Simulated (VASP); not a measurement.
Wanted: the native input for a VASP 6.6.1 run.

| Quantity | Value |
| --- | --- |
| Task | single point |
| Functional | r2SCAN |
| Potentials or basis | VASP PAW PBE potentials, release 64 (Pb_d, S) |
| Cutoff | 520 eV |
| k mesh | 9 × 9 × 9 |
| Occupations | gaussian, width 0.05 eV |
| Spin | no spin polarisation |
| Dipole correction | no |
| Further INCAR settings | ALGO = Normal; EDIFF = 1e-06; NBANDS = 17 |

PbS:

```
CELL_PARAMETERS angstrom
2.16125 1.24780 3.31283
-2.16125 1.24780 3.31283
0.00000 -2.49560 3.31283
ATOMIC_POSITIONS crystal
Pb 0.97815 0.97815 0.97815
S 0.47745 0.47745 0.47745
```

One way to write it, as run:

POSCAR

```
PbS
1.0
    2.1612500000      1.2477982693      3.3128333333
   -2.1612500000      1.2477982693      3.3128333333
    0.0000000000     -2.4955965386      3.3128333333
Pb S
1 1
Direct
    0.9781509158      0.9781509158      0.9781509158
    0.4774504142      0.4774504142      0.4774504142
```

INCAR.step1

```
SYSTEM = PbS
ALGO     = Normal         ! electronic algorithm
EDIFF    = 1E-4           ! SCF threshold, eV
ENCUT    = 520            ! plane-wave cutoff, eV
GGA      = PE             ! functional
ISMEAR   = 0              ! smearing method
LASPH    = .TRUE.         ! aspherical terms in the spheres
LCHARG   = .FALSE.        ! write CHGCAR
LREAL    = .FALSE.        ! projectors in reciprocal space
LWAVE    = .TRUE.         ! write WAVECAR
NBANDS   = 17             ! bands
NELM     = 80             ! most SCF steps
PREC     = Accurate       ! precision mode
SIGMA    = 0.05           ! smearing width, eV
```

INCAR.step2

```
SYSTEM = PbS
ALGO     = Normal         ! electronic algorithm
EDIFF    = 1E-6           ! SCF threshold, eV
ENCUT    = 520            ! plane-wave cutoff, eV
ISIF     = 2              ! what is computed and relaxed
ISMEAR   = 0              ! smearing method
ISTART   = 1            
LASPH    = .TRUE.         ! aspherical terms in the spheres
LCHARG   = .TRUE.         ! write CHGCAR
LELF     = .TRUE.         ! ELF
LMIXTAU  = .TRUE.       
LREAL    = .FALSE.        ! projectors in reciprocal space
LVHAR    = .TRUE.       
LWAVE    = .FALSE.        ! write WAVECAR
METAGGA  = R2SCAN         ! meta-GGA
NBANDS   = 17             ! bands
NELM     = 80             ! most SCF steps
PREC     = Accurate       ! precision mode
SIGMA    = 0.05           ! smearing width, eV
```

KPOINTS

```
k-points
0
G
  9 9 9
  0 0 0
```

Potentials or basis: VASP PAW PBE potentials, release 64 (Pb_d, S).

Command:

```sh
$ cat potpaw_PBE.64/Pb_d/POTCAR potpaw_PBE.64/S/POTCAR > POTCAR
$ cp INCAR.step1 INCAR
$ mpirun -np 1 vasp_std > vasp.out
$ cp INCAR.step2 INCAR
$ mpirun -np 1 vasp_std > vasp.out
```

It gave:

The pressure is -0.4 GPa and the largest force is 0.003 eV/Å.

Caveat: the PAW data sets were made with another functional, which shifts forces and pressure a little.

Wall time 90 s on 1 thread of Intel(R) Xeon(R) 6975P-C (Granite Rapids), on a shared host, peak memory 0.23 GiB.
